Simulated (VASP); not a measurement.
BAs:

```
B As
1.0
     0.00000    2.39187    2.39187
     2.39187    0.00000    2.39187
     2.39187    2.39187    0.00000
B As
1 1
Direct
  0.00000 0.00000 0.00000
  0.25000 0.25000 0.25000
```

Base run:

* Program: VASP 6.6.1
* Functional: PBE
* Potentials or basis: VASP PAW PBE potentials, release 64 (B, As)
* Cutoff: 520 eV
* k mesh: 6 × 6 × 6
* Occupations: gaussian, width 0.01 eV
* Spin: no spin polarisation

Its results: band gap on the k mesh 1.28 eV, indirect (least direct gap 3.27 eV); pressure 2.8 GPa.

**Question.** After a change of settings the same cell gave: band gap on the k mesh 1.95 eV, indirect (least direct gap 4.11 eV); pressure -1.2 GPa. Which change was it?
A. functional from PBE to r2SCAN; k mesh from 6 × 6 × 6 to 10 × 10 × 10
B. k mesh from 6 × 6 × 6 to 10 × 10 × 10; occupations from gaussian, width 0.01 eV to fermi-dirac, width 0.02 eV
C. functional from PBE to HSE06; further incar settings from ALGO = Normal; EDIFF = 1e-06; NBANDS = 11 to ALGO = Normal; EDIFF = 1e-07; NBANDS = 11

**Answer.** C.

Caveats: the PAW data sets were made with another functional, which shifts forces and pressure a little (some runs).
